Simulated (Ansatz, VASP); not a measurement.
**One calculation of ZnS, two programs**

```xyz
4
Lattice="3.8110 0.0000 0.0000 -1.9055 3.3004 0.0000 0.0000 0.0000 6.2340" Properties=species:S:1:pos:R:3 pbc="T T T"
Zn    0.0000    2.2003    0.0000
Zn    1.9055    1.1001    3.1170
S    -0.3000    1.9003    2.4001
S     1.9055    1.1001    5.5171
```

Alike in both runs: task single point; functional r2SCAN; k mesh 6 × 6 × 4; occupations gaussian, width 0.05 eV; no spin polarisation.

```csv
,VASP,Ansatz
version,VASP 6.6.1,Ansatz 0.2.0
potentials or method,"VASP PAW PBE potentials, release 64 (Zn, S), cutoff 520 eV","scalar-relativistic, plane waves, PAW"
valence electrons in the cell,36,36
```

```csv
,VASP,Ansatz,Ansatz less VASP
gap on the k mesh at the Fermi level (eV),2.65,2.64,-0.009
least direct gap on the mesh (eV),2.65,2.64,-0.009
pressure (GPa),5.4,5.2,-0.16
"traceless stress, the component that is largest in VASP (GPa)",8.20,8.06,-0.132
rms of the force components (eV/Å),2.545,2.512,-0.0337
```

VASP's potentials were made for PBE, not for r2SCAN. Atom by atom the forces differ by 0.034 eV/Å (rms over components).
